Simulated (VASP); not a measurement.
Here is a VASP 6.6.1 calculation.

Contents of POSCAR:

```
Cs
1.0
    5.3967401676      0.0000000000      0.0000000000
   -2.6983700838      4.6737140828      0.0000000000
    0.0000000000      0.0000000000      8.8146756071
Cs
2
Direct
    0.3333333333      0.6666666667      0.7500000000
    0.6666666667      0.3333333333      0.2500000000
```

Contents of INCAR.step1:

```
SYSTEM = Cs
ALGO = Normal
EDIFF = 1E-4
ENCUT = 520
GGA = PE
ISMEAR = 0
LASPH = .TRUE.
LCHARG = .FALSE.
LREAL = .FALSE.
LWAVE = .TRUE.
NBANDS = 16
NELM = 80
PREC = Accurate
SIGMA = 0.05
```

INCAR.step2

```
SYSTEM = Cs
ALGO = Normal
EDIFF = 1E-6
ENCUT = 520
ISIF = 2
ISMEAR = 0
ISTART = 1
LASPH = .TRUE.
LCHARG = .FALSE.
LMIXTAU = .TRUE.
LREAL = .FALSE.
LWAVE = .FALSE.
METAGGA = R2SCAN
NBANDS = 16
NELM = 80
PREC = Accurate
SIGMA = 0.05
```

KPOINTS

```
k-points
0
G
  10 10 6
  0 0 0
```

Potentials or basis: VASP PAW PBE potentials, release 64 (Cs_sv).

Launch:

```bash
$ cat potpaw_PBE.64/Cs_sv/POTCAR > POTCAR
$ cp INCAR.step1 INCAR
$ mpirun -np 1 vasp_std > vasp.out
$ cp INCAR.step2 INCAR
$ mpirun -np 1 vasp_std > vasp.out
```

Task: Estimate the pressure.

Result: 0.2 GPa.

Task: Predict the band gap on the k mesh.

Result: Zero (bands 9 and 10 overlap by 1.75 eV).

Caveat: the PAW data sets were made with another functional, which shifts forces and pressure a little; spin-orbit coupling is left out, which moves the levels of the heavy elements.
